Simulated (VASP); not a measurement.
# CdS (P3_221) in VASP: further runs

Runs on CdS. Level: PBE. Tasks: single point, relaxation of cell and atoms.

All numbers are computed with VASP 6.6.1; they aren't measurements. Logs are shortened: lines on timing, memory, paths and dates and some standing lists are left out, and cuts for length are marked.

## Step 1: The cell of the first run

It takes space group P3_221 (No. 154, trigonal). The conventional cell has a = 6.604 Å, b = 6.604 Å, c = 4.002 Å, α = 90.00°, β = 90.00°, γ = 120.00°. Within 3.4 Å of Cd (site symmetry 2) lie 4 S at 2.56 to 2.60 Å. Within 3.4 Å of S (site symmetry 2) lie 4 Cd at 2.56 to 2.60 Å.

The cell was generated, and may not be a known phase.

## Step 2: Single point, PBE

Input file INCAR:

```
SYSTEM = CdS
  PREC = Accurate
  ENCUT = 520
  EDIFF = 1E-6
  ISMEAR = 0
  SIGMA = 0.02
  LREAL = .False.
  LASPH = .True.
  NELM = 80
  ALGO = Normal
  ISIF = 2
  LWAVE = .False.
  LCHARG = .False.
  GGA = PE
  NBANDS = 36
```

Input file KPOINTS:

```
Automatic mesh
0
Gamma
  6 6 8
  0 0 0
```

Input file POSCAR:

```
CdS
1.0
    6.6037307818      0.0000000000      0.0000000000
   -3.3018653909      5.7189986168      0.0000000000
    0.0000000000      0.0000000000      4.0021471268
Cd S
3 3
Direct
    0.6201617973      0.0000000000      0.6666666667
    0.0000000000      0.6201617973      0.3333333333
    0.3798382027      0.3798382027      0.0000000000
    0.3693234568      0.0000000000      0.1666666667
    0.0000000000      0.3693234568      0.8333333333
    0.6306765432      0.6306765432      0.5000000000
```

Potentials or basis: VASP PAW PBE potentials, release 64 (Cd, S).

Started as:

```console
cat potpaw_PBE.64/Cd/POTCAR potpaw_PBE.64/S/POTCAR > POTCAR
mpirun -np 1 vasp_std > vasp.out
```

OUTCAR:

```text
SYSTEM = CdS
   PREC = Accurate
   ENCUT = 520
   EDIFF = 1E-6
   ISMEAR = 0
   LREAL = .False.
   LASPH = .True.
   NELM = 80
   ISIF = 2
   GGA = PE

 ion  position               nearest neighbor table
   1  0.620  0.000  0.667-   5 2.56   6 2.56   4 2.60   4 2.60
   2  0.000  0.620  0.333-   4 2.56   6 2.56   5 2.60   5 2.60
   3  0.380  0.380  0.000-   5 2.56   4 2.56   6 2.60   6 2.60
   4  0.369  0.000  0.167-   2 2.56   3 2.56   1 2.60   1 2.60
   5  0.000  0.369  0.833-   1 2.56   3 2.56   2 2.60   2 2.60
   6  0.631  0.631  0.500-   2 2.56   1 2.56   3 2.60   3 2.60

  LATTYP: Found a hexagonal cell.
 ALAT       =     6.6037307818
 C/A-ratio  =     0.6060433502

  Lattice vectors:

 A1 = (   6.6037307818,   0.0000000000,   0.0000000000)
 A2 = (  -3.3018653909,   5.7189986168,   0.0000000000)
 A3 = (   0.0000000000,   0.0000000000,   4.0021471268)

Analysis of symmetry for initial positions (statically):
=====================================================================
 Subroutine PRICEL returns:
 Original cell was already a primitive cell.

 Routine SETGRP: Setting up the symmetry group for a
 hexagonal supercell.

 Subroutine GETGRP returns: Found  6 space group operations
 (whereof  2 operations were pure point group operations)
 out of a pool of 24 trial point group operations.

The static configuration has the point symmetry C_2 .
 The point group associated with its full space group is D_3 .

Analysis of symmetry for dynamics (positions and initial velocities):
=====================================================================
 Subroutine PRICEL returns:
 Original cell was already a primitive cell.

 Routine SETGRP: Setting up the symmetry group for a
 hexagonal supercell.

 Subroutine GETGRP returns: Found  6 space group operations
 (whereof  2 operations were pure point group operations)
 out of a pool of 24 trial point group operations.

The dynamic configuration has the point symmetry C_2 .
 The point group associated with its full space group is D_3 .

 Subroutine INISYM returns: Found  6 space group operations
 (whereof  2 operations are pure point group operations),
 and found     1 'primitive' translations

----------------------------------------------------------------------------------------

                                     Primitive cell

[... 94 lines left out ...]
   LSORBIT =      F    spin-orbit coupling
   LASPH  =      T    aspherical Exc in radial PAW
   ENCUT  =  520.0 eV  38.22 Ry    6.18 a.u.  12.28 12.28  7.44*2*pi/ulx,y,z
   NELM   =     80;   NELMIN=  2; NELMDL= -5     # of ELM steps
   EDIFF  = 0.1E-05   stopping-criterion for ELM
   LREAL  =      F    real-space projection
   EDIFFG = 0.1E-04   stopping-criterion for IOM
   NSW    =      0    number of steps for IOM
   IBRION =     -1    ionic relax: 0-MD 1-quasi-New 2-CG
   NFREE  =      0    steps in history (QN), initial steepest desc. (CG)
   ISIF   =      2    stress and relaxation
   ISYM   =      2    0-nonsym 1-usesym 2-fastsym
   POTIM  = 0.5000    time-step for ionic-motion
   TEBEG  =    0.0;   TEEND  =   0.0 temperature during run
   PSTRESS=    0.0 pullay stress
   NELECT =      54.0000    total number of electrons
   NUPDOWN=      -1.0000    fix difference up-down
   EMIN   =  10.00;   EMAX   =-10.00  energy-range for DOS
   EFERMI =   0.00;   METHOD = LEGACY
   ISMEAR =     0;   SIGMA  =   0.02  broadening in eV -4-tet -1-fermi 0-gaus
   EFERMI_NEDOS =   21; number of points for ismear=-14 and -15
   IALGO  =     38    algorithm
   IMIX   =      4    mixing-type and parameters
     AMIX     =   0.40;   BMIX     =  1.00
     AMIX_MAG =   1.60;   BMIX_MAG =  1.00
  volume/ion in A,a.u.               =      25.19       170.00
  Fermi-wavevector in a.u.,A,eV,Ry     =   1.161641  2.195183 18.359837  1.349410
  Thomas-Fermi vector in A             =   2.298211
   LORBIT       =      0    0 simple, 1 ext, 2 COOP (PROOUT), +10 PAW based schemes
   GGA     = PE    functional components
   LHFCALC =     F    Hartree Fock is set to
   AEXX    =    0.0000 exact exchange contribution
   IVDW    =     0    specifies the selected vdW correction
   LEPSILON=     F    determine dielectric tensor
   LRPA    =     F    only Hartree local field effects (RPA)
 non-spin polarized calculation
 Gauss-broadening in eV      SIGMA  =   0.02
  energy-cutoff  :      520.00
  volume of cell :      151.15
 maximum number of plane-waves:      4143
 NGX is ok and might be reduce to    50
   NGX = 25   NGY = 25   NGZ = 15

 number of electron      53.9999982 magnetization

 Free energy of the ion-electron system (eV)
  ---------------------------------------------------
  ext. energy  EPLUGINS =         0.00000000
  ---------------------------------------------------
  free energy    TOTEN  =       -17.98432194 eV

  energy without entropy =      -17.98432194  energy(sigma->0) =      -17.98432194

 E-fermi :   1.1929     XC(G=0):  -9.1286

 val. band max:        1.0839630797   @ k =   0.0000   0.0000   0.0000
 cond. band min:       2.0630223212   @ k =   0.0000   0.0000   0.0000
 fundamental gap:      0.9790592415
 Fermi energy:         1.1928909427

 k-point     1 :       0.0000    0.0000    0.0000
  band No.  band energies     occupation
      1     -11.0441      2.00000
      2     -10.4338      2.00000
      3     -10.4338      2.00000
      4      -6.5563      2.00000
      5      -6.5563      2.00000
      6      -6.3492      2.00000
[... 925 lines left out ...]
     35       8.1764      0.00000
     36       8.6716      0.00000

 [... further k-points ...]
[... 5 lines left out ...]
  --------------------------------------------------------------------------------------
  -------------------------------------------------------------------------------------
  Total        0.2981855      0.2981855      0.2775633      0.0000000     -0.0000000     -0.0000000
  in kB        3.1607830      3.1607830      2.9421865      0.0000000     -0.0000000     -0.0000000
  external PRESSURE =       3.0879175 kB  Pullay stress =       0.0000000 kB

 VOLUME and BASIS-vectors are now :
 -----------------------------------------------------------------------------
  energy-cutoff  :      520.00
  volume of cell :      151.15
      direct lattice vectors                 reciprocal lattice vectors
     6.603730782  0.000000000  0.000000000     0.151429553  0.087427893  0.000000000
    -3.301865391  5.718998617  0.000000000     0.000000000  0.174855786  0.000000000
     0.000000000  0.000000000  4.002147127     0.000000000  0.000000000  0.249865877

 POSITION                                       TOTAL-FORCE (eV/Angst)
 -----------------------------------------------------------------------------------
      4.09538      0.00000      2.66810         0.003059     -0.000000     -0.000000
     -2.04769      3.54670      1.33405        -0.001530      0.002650     -0.000000
      1.25417      2.17229      0.00000        -0.001530     -0.002650     -0.000000
      2.43891      0.00000      0.66702        -0.006327     -0.000000      0.000000
     -1.21946      2.11216      3.33512         0.003163     -0.005479     -0.000000
      2.08241      3.60684      2.00107         0.003163      0.005479     -0.000000
 -----------------------------------------------------------------------------------
    total drift:                               -0.000004     -0.000007      0.000000

  FREE ENERGIE OF THE ION-ELECTRON SYSTEM (eV)
  ---------------------------------------------------
  free  energy   TOTEN  =       -17.9843219434 eV

  energy  without entropy=      -17.9843219434  energy(sigma->0) =      -17.98432194
```

stdout:

```text
POSCAR found type information on POSCAR CdS
 POSCAR found :  2 types and       6 ions
 scaLAPACK will be used
 LDA part: xc-table for (Slater+PW92), standard interpolation
 POSCAR, INCAR and KPOINTS ok, starting setup
 FFT: planning ... GRIDC
 FFT: planning ... GRID_SOFT
 FFT: planning ... GRID
 WAVECAR not read
 entering main loop
```

It took 3.3 min on 1 thread of AMD EPYC 7R13 (Zen 3), shared host; peak memory 0.33 GiB.

What came out:

| Property | Result |
| --- | --- |
| Free energy | -17.9843 eV |
| Pressure | 0.3 GPa |
| Largest force | 0.006 eV/Å |
| Band gap on the k mesh | 0.98 eV |

Forces on the atoms (eV/Å):
```
Cd   0.003  0.000  0.000
Cd  -0.002  0.003  0.000
Cd  -0.002 -0.003  0.000
S   -0.006  0.000  0.000
S    0.003 -0.005  0.000
S    0.003  0.005  0.000
```

## Step 3: Single point, PBE

Input file INCAR:

```
ALGO = Normal
EDIFF = 1E-7
ENCUT = 520
GGA = PE
ISIF = 2
ISMEAR = 0
LASPH = True
LCHARG = False
LREAL = False
LWAVE = False
NBANDS = 36
NELM = 100
PREC = Accurate
SIGMA = 0.02
```

Input file KPOINTS:

```
k-points
0
Gamma
  6 6 8
```

POSCAR is that of step 2.

Potentials or basis: VASP PAW PBE potentials, release 64 (Cd, S).

Started as:

```console
cat potpaw_PBE.64/Cd/POTCAR potpaw_PBE.64/S/POTCAR > POTCAR
mpirun -np 1 vasp_std > vasp.out
```

It took 3.9 min on 1 thread of AMD EPYC 7R13 (Zen 3), shared host; peak memory 0.33 GiB.

Results (log left out):

| Quantity | Value |
| --- | --- |
| Free energy | -17.9843 eV |
| Pressure | 0.3 GPa |
| Largest force | 0.007 eV/Å |
| Band gap on the k mesh | 0.98 eV |

Forces on the atoms (eV/Å):
```
Cd   0.003  0.000  0.000
Cd  -0.002  0.003  0.000
Cd  -0.002 -0.003  0.000
S   -0.007  0.000  0.000
S    0.003 -0.006  0.000
S    0.003  0.006  0.000
```

Levels at points of the mesh, in eV from the valence-band top:
| k point | band 24 | band 25 | band 26 | band 27 | band 28 | band 29 | band 30 | band 31 |
| --- | --- | --- | --- | --- | --- | --- | --- | --- |
| (0.00, 0.00, 0.00) | -0.72 | -0.03 | 0.00 | 0.00 | 0.98 | 4.47 | 4.47 | 5.77 |
| (0.50, 0.00, 0.00) | -0.80 | -0.69 | -0.36 | -0.25 | 3.15 | 3.28 | 3.64 | 5.43 |
| (0.00, 0.00, 0.50) | -1.85 | -1.67 | -1.08 | -1.08 | 3.36 | 3.36 | 4.25 | 4.98 |
| (0.50, 0.00, 0.50) | -1.10 | -0.95 | -0.90 | -0.59 | 2.78 | 3.83 | 4.49 | 4.80 |

## Step 4: Relaxation of cell and atoms, PBE

This run uses another cell than the first one, of 25.27 Å³/atom.

Input file INCAR:

```
  ALGO = Normal
  EDIFF = 1E-7
  EDIFFG = -0.01
  ENCUT = 600
  GGA = PE
  IBRION = 2
  ISIF = 3
  ISMEAR = 0
  LASPH = True
  LCHARG = False
  LREAL = False
  LWAVE = False
  NELM = 80
  NSW = 100
  PREC = Accurate
  SIGMA = 0.02
```

KPOINTS is that of step 3.

Input file POSCAR:

```
CdS
1.0
    6.6085762494      0.0000000000      0.0000000000
   -3.3042881247      5.7231949148      0.0000000000
    0.0000000000      0.0000000000      4.0083043906
Cd S
3 3
Direct
    0.6214865018      0.0000000000      0.6666666667
    0.0000000000      0.6214865018      0.3333333333
    0.3785134982      0.3785134982      0.0000000000
    0.3711683952      0.0000000000      0.1666666667
    0.0000000000      0.3711683952      0.8333333333
    0.6288316048      0.6288316048      0.5000000000
```

Started as:

```console
cat potpaw_PBE.64/Cd/POTCAR potpaw_PBE.64/S/POTCAR > POTCAR
mpirun -np 1 vasp_std > vasp.out
```

Wall time 13 min (1 thread of AMD EPYC 9R45 (Zen 5), shared host); peak memory 0.41 GiB.

The run converged. Its results:

- Free energy: -17.9847 eV
- Relaxed volume: 25.32 Å³/atom
- Relaxed cell: a = 6.618 Å, b = 6.618 Å, c = 4.005 Å, α = 90.00°, β = 90.00°, γ = 120.00°
- Space group after relaxing (to 0.1 Å): P3_221 (No. 154)
- Energy gained by relaxing: 0.1 meV/atom
- Ionic steps: 10
- Pressure after relaxing: 0.0 GPa
- Largest force after relaxing: 0.009 eV/Å
- Band gap on the k mesh: 0.97 eV

Forces on the atoms (eV/Å):
```
Cd  -0.009  0.000  0.000
Cd   0.004 -0.008  0.000
Cd   0.004  0.008  0.000
S    0.004  0.000  0.000
S   -0.002  0.003  0.000
S   -0.002 -0.003  0.000
```

Step by step:
```
step  energy change (eV)  largest force (eV/Å)  pressure (GPa)  volume (Å³)
   1              0.0000                0.0440            0.13       151.60
   2             -0.0004                0.0218           -0.04       152.07
   3             -0.0004                0.0216           -0.04       152.07
   4             -0.0005                0.0151           -0.02       152.00
   5             -0.0006                0.0157            0.01       151.88
   6             -0.0006                0.0178            0.03       151.82
   7             -0.0006                0.0162            0.02       151.84
   8             -0.0008                0.0118            0.00       151.88
   9             -0.0007                0.0060           -0.04       151.96
  10             -0.0008                0.0089           -0.01       151.90
```

Final structure:
```
Cd S
1.0
     6.61767    0.00000    0.00000
    -3.30883    5.73107    0.00000
     0.00000    0.00000    4.00516
Cd S
3 3
Cartesian
  4.1067 0.0000 2.6701
  -2.0533 3.5565 1.3351
  1.2555 2.1746 4.0052
  2.4438 0.0000 0.6675
  -1.2219 2.1164 3.3376
  2.0869 3.6146 2.0026
```

Levels at points of the mesh, in eV from the valence-band top:
```
           k point  band 24  band 25  band 26  band 27  band 28  band 29  band 30  band 31
(0.00, 0.00, 0.00)    -0.70    -0.02     0.00     0.00     0.97     4.47     4.47     5.76
(0.50, 0.00, 0.00)    -0.79    -0.67    -0.35    -0.24     3.15     3.27     3.63     5.43
(0.00, 0.00, 0.50)    -1.83    -1.65    -1.07    -1.07     3.35     3.35     4.23     4.97
(0.50, 0.00, 0.50)    -1.09    -0.94    -0.89    -0.58     2.78     3.81     4.49     4.78
```
